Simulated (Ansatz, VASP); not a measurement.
# Hf in VASP and in Ansatz

File INCAR:

```
ALGO = Normal
EDIFF = 1E-6
ENCUT = 520
GGA = PS
ISIF = 2
ISMEAR = -1
LASPH = True
LCHARG = False
LREAL = False
LWAVE = False
NBANDS = 17
NELM = 60
PREC = Accurate
SIGMA = 0.08
```

KPOINTS

```
k-points
0
Gamma
  12 12 7
```

The input POSCAR:

```
Hf
1.0
    1.5792252233     -2.7352983234      0.0000000000
    1.5792252233      2.7352983234      0.0000000000
    0.0000000000      0.0000000000      5.0018008121
Hf
2
Direct
    0.6666666670      0.3333333330      0.2500000000
    0.3333333330      0.6666666670      0.7500000000
```

Input for Ansatz:

```yaml
crystal:
  lattice:
    - [1.5792252233, -2.7352983234, 0.0]
    - [1.5792252233, 2.7352983234, 0.0]
    - [0.0, 0.0, 5.0018008121]
  atoms:
    - { symbol: Hf, position: [0.666666667, 0.333333333, 0.25] }
    - { symbol: Hf, position: [0.333333333, 0.666666667, 0.75] }
kpoints:
  mp_grid: { grid: [12, 12, 7] }
scf:
  occupations: { method: fermi_dirac, width: 0.08 }
hamiltonian:
  xc: pbesol
  pseudopotentials: { kind: all_electron, lapw: { basis_error: 0.001 } }
output:
  forces: true
  stress: true
  eigenvalues: true
```

Alike in both runs: task single point; functional PBEsol; k mesh 12 × 12 × 7; occupations fermi-dirac, width 0.08 eV; no spin polarisation.

```csv
,VASP,Ansatz
version,VASP 6.6.1,Ansatz 0.2.0
potentials or method,"VASP PAW PBE potentials, release 64 (Hf_pv), cutoff 520 eV","all-electron LAPW, scalar-relativistic"
```

VASP gave:

| Quantity | Value |
| --- | --- |
| pressure (GPa) | -0.3 |
| traceless stress, the component that is largest in VASP (GPa) | -0.07 |

Problem. What did Ansatz give for the same quantities?

Solution. Pressure (GPa): 0.1; traceless stress, the component that is largest in VASP (GPa): 0.01.

VASP's potentials were made for PBE, not for PBEsol. Ansatz ran all-electron here, and VASP with PAW potentials.

Spin-orbit coupling is off throughout.
